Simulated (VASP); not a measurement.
# ZnS (F-43m) in VASP: further runs

Aim: see how the results for ZnS move with the level of theory and the settings. Levels: HF, PBE-based global hybrid with 50 % exact exchange, PBE-based global hybrid with 20 % exact exchange, PBE-based screened hybrid with 20 % exact exchange. Tasks: single point.

All numbers are computed with VASP 6.6.1; they aren't measurements. Logs are shortened: lines on timing, memory, paths and dates and some standing lists are left out, and cuts for length are marked.

## 1. The cell of the first run

Symmetry: F-43m, No. 216, cubic system. The conventional cell has a = 5.388 Å, b = 5.388 Å, c = 5.388 Å, α = 90.00°, β = 90.00°, γ = 90.00°. Within 3.1 Å of Zn (site symmetry -43m) lie 4 S at 2.33 Å. Within 3.1 Å of S (site symmetry -43m) lie 4 Zn at 2.33 Å.

## 2. Single point, HF

POSCAR

```
ZnS
1.0
    0.0000000000      2.6940955531      2.6940955531
    2.6940955531      0.0000000000      2.6940955531
    2.6940955531      2.6940955531      0.0000000000
Zn S
1 1
Direct
    0.2500000000      0.2500000000      0.2500000000
    0.0000000000      0.0000000000      0.0000000000
```

INCAR.step1

```
SYSTEM = ZnS
PREC = Accurate
ENCUT = 520
EDIFF = 1E-5
ISMEAR = 0
SIGMA = 0.01
LREAL = .False.
LASPH = .True.
NELM = 100
ALGO = Normal
ISIF = 2
LWAVE = .True.
NBANDS = 16
GGA = PE
```

INCAR.step2

```
SYSTEM = ZnS
PREC = Accurate
ENCUT = 520
EDIFF = 1E-6
ISMEAR = 0
SIGMA = 0.01
LREAL = .False.
LASPH = .True.
NELM = 100
ALGO = Normal
ISIF = 2
LWAVE = .False.
LCHARG = .True.
GGA = PE
LHFCALC = .True.
AEXX = 1.0
ALDAC = 0.0
AGGAC = 0.0
PRECFOCK = Normal
LELF = .True.
LVHAR = .True.
NBANDS = 16
ISTART = 1
```

KPOINTS

```
Automatic mesh
0
Gamma
  4 4 4
  0 0 0
```

Potentials or basis: VASP PAW PBE potentials, release 64 (Zn, S).

Launch:

```
cat potpaw_PBE.64/Zn/POTCAR potpaw_PBE.64/S/POTCAR > POTCAR
cp INCAR.step1 INCAR
mpirun -np 1 vasp_std > vasp.out
cp INCAR.step2 INCAR
mpirun -np 1 vasp_std > vasp.out
```

OUTCAR:

```text
SYSTEM = ZnS
   PREC = Accurate
   ENCUT = 520
   EDIFF = 1E-6
   ISMEAR = 0
   LREAL = .False.
   LASPH = .True.
   NELM = 100
   ISIF = 2
   GGA = PE
   LHFCALC = .True.
   AEXX = 1.0
   PRECFOCK = Normal
   ISTART = 1

 ion  position               nearest neighbor table
   1  0.250  0.250  0.250-   2 2.33   2 2.33   2 2.33   2 2.33
   2  0.000  0.000  0.000-   1 2.33   1 2.33   1 2.33   1 2.33

  LATTYP: Found a face centered cubic cell.
 ALAT       =     5.3881911062

  Lattice vectors:

 A1 = (   0.0000000000,   2.6940955531,   2.6940955531)
 A2 = (   2.6940955531,   0.0000000000,   2.6940955531)
 A3 = (   2.6940955531,   2.6940955531,   0.0000000000)

Analysis of symmetry for initial positions (statically):
=====================================================================
 Subroutine PRICEL returns:
 Original cell was already a primitive cell.

 Routine SETGRP: Setting up the symmetry group for a
 face centered cubic supercell.

 Subroutine GETGRP returns: Found 24 space group operations
 (whereof 24 operations were pure point group operations)
 out of a pool of 48 trial point group operations.

The static configuration has the point symmetry T_d .

Analysis of symmetry for dynamics (positions and initial velocities):
=====================================================================
 Subroutine PRICEL returns:
 Original cell was already a primitive cell.

 Routine SETGRP: Setting up the symmetry group for a
 face centered cubic supercell.

 Subroutine GETGRP returns: Found 24 space group operations
 (whereof 24 operations were pure point group operations)
 out of a pool of 48 trial point group operations.

The dynamic configuration has the point symmetry T_d .

 Subroutine INISYM returns: Found 24 space group operations
 (whereof 24 operations are pure point group operations),
 and found     1 'primitive' translations

----------------------------------------------------------------------------------------

                                     Primitive cell

  volume of cell :      39.1083

  direct lattice vectors                    reciprocal lattice vectors
     0.000000000  2.694095553  2.694095553    -0.185591042  0.185591042  0.185591042
     2.694095553  0.000000000  2.694095553     0.185591042 -0.185591042  0.185591042
     2.694095553  2.694095553  0.000000000     0.185591042  0.185591042 -0.185591042

  length of vectors
     3.810026470  3.810026470  3.810026470     0.321453114  0.321453114  0.321453114

  position of ions in fractional coordinates (direct lattice)
     0.250000000  0.250000000  0.250000000
     0.000000000  0.000000000  0.000000000

  ion indices of the primitive-cell ions
   primitive index   ion index
                 1           1
                 2           2

----------------------------------------------------------------------------------------

 KPOINTS: Automatic mesh

Automatic generation of k-mesh.
 Grid dimensions read from file:
 generate k-points for:    4    4    4

 Generating k-lattice:

  Cartesian coordinates                     Fractional coordinates (reciprocal lattice)
    -0.046397760  0.046397760  0.046397760     0.250000000  0.000000000  0.000000000
     0.046397760 -0.046397760  0.046397760     0.000000000  0.250000000  0.000000000
     0.046397760  0.046397760 -0.046397760     0.000000000  0.000000000  0.250000000

  Length of vectors
     0.080363278  0.080363278  0.080363278

  Shift w.r.t. Gamma in fractional coordinates (k-lattice)
     0.000000000  0.000000000  0.000000000

 Subroutine IBZKPT returns following result:
 ===========================================

 Found      8 irreducible k-points:

 Following reciprocal coordinates:
            Coordinates               Weight
  0.000000  0.000000  0.000000      1.000000
  0.250000  0.000000  0.000000      8.000000
  0.500000  0.000000  0.000000      4.000000
  0.250000  0.250000  0.000000      6.000000
  0.500000  0.250000  0.000000     24.000000
 -0.250000  0.250000  0.000000     12.000000
  0.500000  0.500000  0.000000      3.000000
 -0.250000  0.500000  0.250000      6.000000
   k-points           NKPTS =      8   k-points in BZ     NKDIM =     64   number of bands    NBANDS=     16
   number of dos      NEDOS =    301   number of ions     NIONS =      2
   total plane-waves  NPLWV =  21952
   dimension x,y,z NGX =    28 NGY =   28 NGZ =   28
   dimension x,y,z NGXF=    56 NGYF=   56 NGZF=   56
   ions per type =               1   1
   NGX,Y,Z   is equivalent  to a cutoff of  12.22, 12.22, 12.22 a.u.
   NGXF,Y,Z  is equivalent  to a cutoff of  24.43, 24.43, 24.43 a.u.
 SYSTEM =  ZnS
   PREC   = accura    normal or accurate (medium, high low for compatibility)
   ISTART =      1    job   : 0-new  1-cont  2-samecut
   ICHARG =      0    charge: 1-file 2-atom 10-const
   ISPIN  =      1    spin polarized calculation?
   LNONCOLLINEAR =      F non collinear calculations
   LSORBIT =      F    spin-orbit coupling
[... 95 lines left out ...]
      9      -1.6469      2.00000
     10      10.8179      0.00000
     11      14.4318      0.00000
     12      14.5332      0.00000
     13      14.5332      0.00000
     14      18.6649      0.00000
     15      18.6649      0.00000
     16      19.7746      0.00000

 k-point     3 :       0.5000    0.0000    0.0000
  band No.  band energies     occupation
      1     -17.8811      2.00000
      2     -13.7586      2.00000
      3     -13.7586      2.00000
      4     -13.4516      2.00000
      5     -13.4516      2.00000
      6     -13.0820      2.00000
      7      -7.5828      2.00000
      8      -2.1334      2.00000
      9      -2.1334      2.00000
     10      10.5698      0.00000
     11      14.1753      0.00000
     12      14.1753      0.00000
     13      16.3394      0.00000
     14      20.3928      0.00000
     15      22.0622      0.00000
     16      22.0622      0.00000

 k-point     4 :       0.2500    0.2500    0.0000
  band No.  band energies     occupation
      1     -18.2781      2.00000
      2     -13.7410      2.00000
      3     -13.7410      2.00000
      4     -13.6699      2.00000
      5     -13.4632      2.00000
      6     -13.4386      2.00000
      7      -4.2559      2.00000
      8      -2.5899      2.00000
      9      -2.5899      2.00000
     10      11.1795      0.00000
     11      12.1314      0.00000
     12      16.1300      0.00000
     13      16.5183      0.00000
     14      16.5183      0.00000
     15      20.7564      0.00000
     16      24.4477      0.00000

 k-point     5 :       0.5000    0.2500    0.0000
  band No.  band energies     occupation
      1     -17.7235      2.00000
      2     -13.7144      2.00000
      3     -13.6839      2.00000
      4     -13.5348      2.00000
      5     -13.4387      2.00000
      6     -13.0175      2.00000
      7      -6.6888      2.00000
      8      -4.0086      2.00000
      9      -3.0294      2.00000
     10      11.1266      0.00000
     11      13.4682      0.00000
     12      15.6535      0.00000
     13      16.6620      0.00000
     14      20.1350      0.00000
     15      22.2401      0.00000
     16      23.9172      0.00000

 k-point     6 :      -0.2500    0.2500    0.0000
  band No.  band energies     occupation
      1     -17.9038      2.00000
      2     -13.7366      2.00000
      3     -13.7338      2.00000
      4     -13.4849      2.00000
      5     -13.4764      2.00000
      6     -13.1885      2.00000
      7      -6.0784      2.00000
      8      -4.1584      2.00000
      9      -2.1675      2.00000
     10      12.3416      0.00000
     11      13.9783      0.00000
     12      14.5736      0.00000
     13      15.6614      0.00000
     14      17.9377      0.00000
     15      21.9624      0.00000
     16      23.6167      0.00000

 k-point     7 :       0.5000    0.5000    0.0000
  band No.  band energies     occupation
      1     -17.5488      2.00000
      2     -13.6300      2.00000
      3     -13.6150      2.00000
      4     -13.6150      2.00000
      5     -13.4140      2.00000
      6     -12.9303      2.00000
      7      -6.9791      2.00000
      8      -3.7995      2.00000
      9      -3.7995      2.00000
     10       9.5802      0.00000
     11      11.0685      0.00000
     12      19.6246      0.00000
     13      21.0761      0.00000
     14      21.0761      0.00000
     15      22.3451      0.00000
     16      23.1406      0.00000

 k-point     8 :      -0.2500    0.5000    0.2500
  band No.  band energies     occupation
      1     -17.5498      2.00000
      2     -13.6803      2.00000
      3     -13.6609      2.00000
      4     -13.5202      2.00000
      5     -13.4604      2.00000
      6     -12.7894      2.00000
      7      -6.5195      2.00000
      8      -4.6859      2.00000
      9      -4.2709      2.00000
     10      12.2295      0.00000
     11      14.3196      0.00000
     12      15.2264      0.00000
     13      15.5624      0.00000
     14      21.5975      0.00000
     15      22.9727      0.00000
     16      23.2188      0.00000

------------------------ aborting loop because EDIFF is reached ----------------------------------------

  FORCE on cell =-STRESS in cart. coord.  units (eV):
  Direction    XX          YY          ZZ          XY          YZ          ZX
  --------------------------------------------------------------------------------------
  -------------------------------------------------------------------------------------
  Total        2.1561868      2.1561868      2.1561868     -0.0000000     -0.0000000     -0.0000000
  in kB       88.3340192     88.3340192     88.3340192     -0.0000000     -0.0000000     -0.0000000
  external PRESSURE =      88.3340192 kB  Pullay stress =       0.0000000 kB

 VOLUME and BASIS-vectors are now :
 -----------------------------------------------------------------------------
  energy-cutoff  :      520.00
  volume of cell :       39.11
      direct lattice vectors                 reciprocal lattice vectors
     0.000000000  2.694095553  2.694095553    -0.185591042  0.185591042  0.185591042
     2.694095553  0.000000000  2.694095553     0.185591042 -0.185591042  0.185591042
     2.694095553  2.694095553  0.000000000     0.185591042  0.185591042 -0.185591042

 POSITION                                       TOTAL-FORCE (eV/Angst)
 -----------------------------------------------------------------------------------
      1.34705      1.34705      1.34705         0.000000      0.000000      0.000000
      0.00000      0.00000      0.00000        -0.000000     -0.000000     -0.000000
 -----------------------------------------------------------------------------------
    total drift:                               -0.000143     -0.000104     -0.000076

  FREE ENERGIE OF THE ION-ELECTRON SYSTEM (eV)
  ---------------------------------------------------
  free  energy   TOTEN  =       -13.7255868905 eV

  energy  without entropy=      -13.7255868905  energy(sigma->0) =      -13.72558689
```

Run time: 11 min. Hardware: 1 thread of Intel Xeon Platinum 8259CL at 2.50GHz (Skylake/Cascade Lake), shared host; peak memory 0.16 GiB.

Results:

* Free energy: -13.7256 eV
* Pressure: 8.8 GPa
* Band gap on the k mesh: 10.44 eV

Caveat: the k points lie up to 0.50 Å⁻¹ apart; the PAW data sets were made with another functional, which shifts forces and pressure a little.

## 3. Single point, PBE-based global hybrid with 50 % exact exchange

POSCAR is that of step 2.

INCAR.step1

```
  PREC = Accurate
  ENCUT = 520
  EDIFF = 1E-5
  ISMEAR = 0
  SIGMA = 0.01
  LREAL = F
  LASPH = T
  NELM = 60
  ALGO = Normal
  ISIF = 2
  LWAVE = T
  LCHARG = F
  GGA = PE
  NBANDS = 16
```

INCAR.step2

```
  PREC = Accurate
  ENCUT = 520
  EDIFF = 1E-6
  ISMEAR = 0
  SIGMA = 0.01
  LREAL = F
  LASPH = T
  NELM = 60
  ALGO = Normal
  ISIF = 2
  LWAVE = F
  LCHARG = F
  GGA = PE
  LHFCALC = T
  AEXX = 0.5
  PRECFOCK = Normal
  ISTART = 1
  NBANDS = 16
```

KPOINTS

```
Automatic mesh
0
Gamma
  4 4 4
```

Potentials or basis: VASP PAW PBE potentials, release 64 (Zn, S).

Launch:

```
cat potpaw_PBE.64/Zn/POTCAR potpaw_PBE.64/S/POTCAR > POTCAR
cp INCAR.step1 INCAR
mpirun -np 1 vasp_std > vasp.out
cp INCAR.step2 INCAR
mpirun -np 1 vasp_std > vasp.out
```

Wall time 8.2 min (1 thread of Intel Xeon Platinum 8259CL at 2.50GHz (Skylake/Cascade Lake), shared host); peak memory 0.16 GiB.

The run converged. Its results:

| Quantity | Value |
| --- | --- |
| Free energy | -11.2226 eV |
| Pressure | 0.5 GPa |
| Band gap on the k mesh | 6.15 eV |

Levels at points of the mesh, in eV from the valence-band top:
| k point | band 5 | band 6 | band 7 | band 8 | band 9 | band 10 | band 11 | band 12 | band 13 | band 14 |
| --- | --- | --- | --- | --- | --- | --- | --- | --- | --- | --- |
| (0.00, 0.00, 0.00) | -9.08 | -9.08 | 0.00 | 0.00 | 0.00 | 6.15 | 10.55 | 10.55 | 10.55 | 16.25 |
| (0.50, 0.00, 0.00) | -9.06 | -8.81 | -6.01 | -0.98 | -0.98 | 7.37 | 11.01 | 11.01 | 13.08 | 16.69 |
| (0.50, 0.50, 0.00) | -9.02 | -8.74 | -5.40 | -2.52 | -2.52 | 6.86 | 8.00 | 15.78 | 17.07 | 17.07 |

Caveat: the k points lie up to 0.50 Å⁻¹ apart; the PAW data sets were made with another functional, which shifts forces and pressure a little.

## 4. Single point, PBE-based global hybrid with 20 % exact exchange

POSCAR is that of step 3.

INCAR.step1

```
SYSTEM = ZnS
PREC = Accurate
ENCUT = 520
EDIFF = 1E-5
ISMEAR = 0
SIGMA = 0.01
LREAL = .False.
LASPH = .True.
NELM = 100
ALGO = Normal
ISIF = 2
LWAVE = .True.
GGA = PE
NBANDS = 16
```

INCAR.step2

```
SYSTEM = ZnS
PREC = Accurate
ENCUT = 520
EDIFF = 1E-6
ISMEAR = 0
SIGMA = 0.01
LREAL = .False.
LASPH = .True.
NELM = 100
ALGO = Normal
ISIF = 2
LWAVE = .False.
LCHARG = .True.
GGA = PE
LHFCALC = .True.
AEXX = 0.2
PRECFOCK = Normal
LELF = .True.
LVHAR = .True.
ISTART = 1
NBANDS = 16
```

KPOINTS

```
regular mesh
0
Gamma
  4 4 4
  0 0 0
```

Launch:

```
cat potpaw_PBE.64/Zn/POTCAR potpaw_PBE.64/S/POTCAR > POTCAR
cp INCAR.step1 INCAR
mpirun -np 1 vasp_std > vasp.out
cp INCAR.step2 INCAR
mpirun -np 1 vasp_std > vasp.out
```

Wall time 7 min (1 thread of Intel Xeon Platinum 8259CL at 2.50GHz (Skylake/Cascade Lake), shared host); peak memory 0.16 GiB.

It converged, with:

* Free energy: -8.4879 eV
* Pressure: 1.8 GPa
* Band gap on the k mesh: 3.72 eV

Levels at points of the mesh, in eV from the valence-band top:
```tsv
k point	band 7	band 8	band 9	band 10	band 11	band 12
(0.00, 0.00, 0.00)	0.00	0.00	0.00	3.72	8.03	8.03
(0.50, 0.00, 0.00)	-5.64	-0.92	-0.92	4.91	8.54	8.54
(0.50, 0.50, 0.00)	-4.99	-2.37	-2.37	4.75	5.62	12.92
```

Caveat: the k points lie up to 0.50 Å⁻¹ apart; the PAW data sets were made with another functional, which shifts forces and pressure a little.

## 5. Single point, PBE-based screened hybrid with 20 % exact exchange

POSCAR is that of step 4.

INCAR.step1

```
PREC     = Accurate       # precision mode
ENCUT    = 520            # plane-wave cutoff, eV
EDIFF    = 1E-5           # SCF threshold, eV
ISMEAR   = 0              # smearing method
SIGMA    = 0.01           # smearing width, eV
LREAL    = False          # projectors in reciprocal space
LASPH    = True           # aspherical terms in the spheres
NELM     = 100            # most SCF steps
ALGO     = Normal         # electronic algorithm
ISIF     = 2              # what is computed and relaxed
LWAVE    = True           # write WAVECAR
LCHARG   = False          # write CHGCAR
NBANDS   = 16             # bands
GGA      = PE             # functional
```

INCAR.step2

```
PREC     = Accurate       # precision mode
ENCUT    = 520            # plane-wave cutoff, eV
EDIFF    = 1E-7           # SCF threshold, eV
ISMEAR   = 0              # smearing method
SIGMA    = 0.01           # smearing width, eV
LREAL    = False          # projectors in reciprocal space
LASPH    = True           # aspherical terms in the spheres
NELM     = 100            # most SCF steps
ALGO     = Normal         # electronic algorithm
ISIF     = 2              # what is computed and relaxed
LWAVE    = False          # write WAVECAR
LCHARG   = False          # write CHGCAR
GGA      = PE             # functional
LHFCALC  = True           # exact exchange
AEXX     = 0.2            # exact-exchange fraction
HFSCREEN = 0.5            # screening, 1/A
PRECFOCK = Normal       
NBANDS   = 16             # bands
ISTART   = 1
```

KPOINTS

```
Automatic mesh
0
Gamma
  4 4 4
```

Launch:

```
cat potpaw_PBE.64/Zn/POTCAR potpaw_PBE.64/S/POTCAR > POTCAR
cp INCAR.step1 INCAR
mpirun -np 1 vasp_std > vasp.out
cp INCAR.step2 INCAR
mpirun -np 1 vasp_std > vasp.out
```

It took 14 min on 1 thread of Intel Xeon 8259CL, shared host; peak memory 0.26 GiB.

The run converged. Its results:

```yaml
Free_energy: -7.5122 eV
Pressure: 2.5 GPa
Band_gap_on_the_k_mesh: 2.70 eV
```

Levels at points of the mesh, in eV from the valence-band top:
```csv
k point,band 7,band 8,band 9,band 10,band 11,band 12
"(0.00, 0.00, 0.00)",0.00,0.00,0.00,2.70,6.95,6.95
"(0.50, 0.00, 0.00)",-5.43,-0.89,-0.89,3.87,7.45,7.45
"(0.50, 0.50, 0.00)",-4.82,-2.29,-2.29,3.77,4.58,11.76
```

Caveat: the k points lie up to 0.50 Å⁻¹ apart; the PAW data sets were made with another functional, which shifts forces and pressure a little.

## 6. Overview

| level | share of exact exchange | screening parameter | gap on the mesh (eV) | pressure (GPa) |
| --- | --- | --- | --- | --- |
| HF | 1 | - | 10.44 | 8.8 |
| PBE-based global hybrid with 50 % exact exchange | 0.5 | - | 6.15 | 0.5 |
| PBE-based global hybrid with 20 % exact exchange | 0.2 | - | 3.72 | 1.8 |
| PBE-based screened hybrid with 20 % exact exchange | 0.2 | 0.5 1/Å | 2.70 | 2.5 |

Alike in all rows: task single point; potentials or basis VASP PAW PBE potentials, release 64 (Zn, S); no spin polarisation; cell as given; k mesh 4 × 4 × 4; cutoff (eV) 520; smearing gaussian 0.01 eV.

Caveats: all runs use coarse meshes; the PAW data sets were made with another functional, which shifts forces and pressure a little.

Total energies depend on the potentials used, so only differences within one code and one set of settings carry meaning.
